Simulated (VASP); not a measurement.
# NbWS4: single point with PBE

Crystal: NbWS4.

```xyz
6
Lattice="3.2640 0.0000 0.0000 -1.6320 2.8267 0.0000 0.0000 0.0000 13.7617" Properties=species:S:1:pos:R:3 pbc="T T T"
Nb    0.0000    0.0000    0.0000
W     0.0000    0.0000    6.8809
S     0.0000    1.8845   12.1727
S     0.0000    1.8845    1.5890
S     1.6320    0.9422    8.4242
S     1.6320    0.9422    5.3375
```

```yaml
Program: VASP 6.6.1
Task: single point
Functional: PBE
Potentials_or_basis: VASP PAW PBE potentials, release 64 (Nb_sv, W_sv, S)
Cutoff: 520 eV
k_mesh: 10 × 10 × 4
Occupations: gaussian, width 0.1 eV
Spin: no spin polarisation
k_mesh_for_the_DOS: 15 × 15 × 6
Occupations_for_the_DOS: tetrahedron
Further_INCAR_settings: ALGO = Normal; EDIFF = 1e-07; NBANDS = 34
```

| Quantity | Value |
| --- | --- |
| Valence electrons inside the program's atomic spheres | Nb 10.60; W 11.93; S 3.73, 3.70 (each value once) |

Levels at points of the mesh, in eV from the Fermi level:
```
           k point  band 22  band 23  band 24  band 25  band 26  band 27  band 28  band 29
(0.00, 0.00, 0.00)    -1.20    -1.05    -1.05    -0.08     0.86     2.47     2.47     2.70
(0.00, 0.00, 0.50)    -1.63    -1.05    -1.05     0.13     0.81     2.47     2.47     2.70
```

It took 7 min on 2 MPI ranks on AMD EPYC 7R13 Processor (Zen 3), on a shared host, peak memory 0.51 GiB a rank.

Caveat: spin-orbit coupling is left out, which moves the levels of the heavy elements.
